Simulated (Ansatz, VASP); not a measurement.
**One calculation of AlN, two programs**

INCAR

```
PREC     = Accurate       # precision mode
ENCUT    = 520            # plane-wave cutoff, eV
EDIFF    = 1E-8           # SCF threshold, eV
ISMEAR   = -1             # smearing method
SIGMA    = 0.02           # smearing width, eV
LREAL    = False          # projectors in reciprocal space
LASPH    = True           # aspherical terms in the spheres
NELM     = 120            # most SCF steps
ALGO     = Normal         # electronic algorithm
ISIF     = 2              # what is computed and relaxed
LWAVE    = False          # write WAVECAR
LCHARG   = False          # write CHGCAR
GGA      = PE             # functional
LEFG     = True         
NBANDS   = 11             # bands
GGA_COMPAT= False
```

KPOINTS

```
Automatic mesh
0
Gamma
  10 10 10
```

File POSCAR:

```
AlN
1.0
    0.0000000000      1.9780000000      1.9384400000
    1.9780000000      0.0000000000      1.9384400000
    1.9780000000      1.9780000000      0.0000000000
Al N
1 1
Direct
    0.0000000000      0.0000000000      0.0000000000
    0.5000000000      0.5000000000      0.5000000000
```

Input for Ansatz:

```yaml
crystal:
  lattice:
    - [0.0, 1.978, 1.93844]
    - [1.978, 0.0, 1.93844]
    - [1.978, 1.978, 0.0]
  atoms:
    - { symbol: Al, position: [0.0, 0.0, 0.0] }
    - { symbol: "N", position: [0.5, 0.5, 0.5] }
kpoints:
  mp_grid: { grid: [10, 10, 10] }
scf:
  occupations: { method: fermi_dirac, width: 0.02 }
hamiltonian:
  xc: pbe
  pseudopotentials: { kind: paw }
output:
  forces: true
  stress: true
  eigenvalues: true
  efg: { contact_densities: true }
```

Change from the starting cell: zz strain of -2 %, PAW files.

Alike in both runs: task electric field gradients; functional PBE; k mesh 10 × 10 × 10; occupations fermi-dirac, width 0.02 eV; no spin polarisation.

|  | VASP | Ansatz |
| --- | --- | --- |
| version | VASP 6.6.1 | Ansatz 0.2.0 |
| potentials or method | VASP PAW PBE potentials, release 64 (Al, N) | PAW with Ansatz's default frozen-core files, scalar-relativistic |
| plane-wave cutoff (eV) | 520 | 420 |
| valence electrons in the cell | 8 | 8 |

|  | VASP | Ansatz | Ansatz less VASP |
| --- | --- | --- | --- |
| gap on the k mesh at the Fermi level (eV) | 4.96 | 4.95 | -0.012 |
| pressure (GPa) | 32.8 | 33.1 | +0.34 |
| traceless stress, the component that is largest in VASP (GPa) | 6.41 | 6.41 | -0.006 |
| size of Vzz on the site where it differs most (V/Å²) | 8.7 | 8.0 | -0.62 |

Both programs put the cell under a high pressure, so it lies far from rest at this level.
